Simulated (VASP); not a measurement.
Write the native input for VASP 6.6.1 that does the following.

```
Task                   : relaxation of cell and atoms
Functional             : PBE
Potentials or basis    : VASP PAW PBE potentials, release 64 (W_sv, O)
Cutoff                 : 600 eV
k mesh                 : 10 × 10 × 10
Occupations            : gaussian, width 0.02 eV
Spin                   : no spin polarisation
Hubbard terms          : W d U = 6.2 eV
Dipole correction      : no
Further INCAR settings : ALGO = Normal; EDIFF = 1e-07; IBRION = 2; EDIFFG = -0.01; NSW = 80; ISIF = 3
```

The structure of WO lies in POSCAR:

```
WO
1.0
    0.0000000000      2.4128820392      2.4128820392
    2.4128820392      0.0000000000      2.4128820392
    2.4128820392      2.4128820392      0.0000000000
W O
1 1
Direct
    0.0000000000      0.0000000000      0.0000000000
    0.2500000000      0.2500000000      0.2500000000
```

One way to write it, as run:

INCAR

```
SYSTEM = WO
PREC = Accurate
ENCUT = 600
EDIFF = 1E-7
ISMEAR = 0
SIGMA = 0.02
LREAL = .False.
LASPH = .True.
NELM = 150
ALGO = Normal
ISIF = 3
LWAVE = .False.
LCHARG = .False.
LMAXMIX = 4
LDAU = .True.
LDAUTYPE = 2
LDAUL = 2 -1
LDAUU = 6.2 0
LDAUJ = 0 0
LDAUPRINT = 1
GGA = PE
IBRION = 2
NSW = 80
EDIFFG = -0.01
```

KPOINTS

```
Automatic mesh
0
Gamma
  10 10 10
  0 0 0
```

Potentials or basis: VASP PAW PBE potentials, release 64 (W_sv, O).

Command:

```sh
$ cat potpaw_PBE.64/W_sv/POTCAR potpaw_PBE.64/O/POTCAR > POTCAR
$ mpirun -np 1 vasp_std > vasp.out
```

Results of the run:

* Relaxed volume: 13.51 Å³/atom
* Relaxed cell: a = 3.368 Å, b = 3.368 Å, c = 3.368 Å, α = 60.00°, β = 60.00°, γ = 60.00°
* Space group after relaxing (to 0.05 Å): F-43m (No. 216)
* Energy gained by relaxing: 13.8 meV/atom
* Ionic steps: 4
* Pressure after relaxing: 0.0 GPa
* Band gap on the k mesh: zero (band 10 reaches 9.49 eV, above the bottom of band 11 at 8.45 eV)

Caveat: spin-orbit coupling is left out, which moves the levels of the heavy elements; U without spin polarisation on a metal has little footing.

It took 120 s on 1 thread of Intel Xeon 8259CL, with other jobs on the host, peak memory 0.18 GiB.
